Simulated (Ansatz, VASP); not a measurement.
# One calculation of Ru, two programs

INCAR

```
ALGO = Normal
EDIFF = 1E-6
ENCUT = 520
GGA = PE
ISIF = 2
ISMEAR = -1
LASPH = True
LCHARG = True
LELF = True
LREAL = False
LVHAR = True
LWAVE = False
NBANDS = 21
NELM = 80
PREC = Accurate
SIGMA = 0.1
```

Contents of KPOINTS:

```
k-points
0
Gamma
  11 11 11
```

POSCAR

```
Ru
1.0
    0.0000000000      2.8328616478      2.8328616478
    2.8328616478      0.0000000000      2.8328616478
    2.8328616478      2.8328616478      0.0000000000
Ru
2
Direct
    0.1250000000      0.1250000000      0.1250000000
    0.8750000000      0.8750000000      0.8750000000
```

Input for Ansatz:

```yaml
crystal:
  lattice:
    - [0.0, 2.8328616478, 2.8328616478]
    - [2.8328616478, 0.0, 2.8328616478]
    - [2.8328616478, 2.8328616478, 0.0]
  atoms:
    - { symbol: Ru, position: [0.125, 0.125, 0.125] }
    - { symbol: Ru, position: [0.875, 0.875, 0.875] }
hamiltonian:
  xc: pbe
  pseudopotentials:
    kind: paw
    azcp:
      Ru: "pseudopotentials/Ru.paw.azcp"
basis:
  ecutwfc: 420
  fft_grid_basis: typed
kpoints:
  mp_grid: { grid: [11, 11, 11], shift: [0, 0, 0] }
magnetization:
  spin_polarized: false
scf:
  occupations: { method: fermi_dirac, width: 0.1 }
  lower_state_search: "off"
output:
  stress: true
```

Alike in both runs: task single point; functional PBE; k mesh 11 × 11 × 11; occupations fermi-dirac, width 0.1 eV; no spin polarisation.

|  | VASP | Ansatz |
| --- | --- | --- |
| version | VASP 6.6.1 | Ansatz 0.2.0 |
| potentials or method | VASP PAW PBE potentials, release 64 (Ru_pv), cutoff 520 eV | plane waves (420 eV) with PAW, scalar-relativistic |
| valence electrons in the cell | 28 | 32 |

Ansatz gave:

```
pressure (GPa) : -14.1
```

What did VASP give for the same quantities?

Pressure (GPa): -14.0.

VASP's potentials hold 28 valence electrons a cell and Ansatz's 32, so a difference there can come from the potentials and not from the codes.
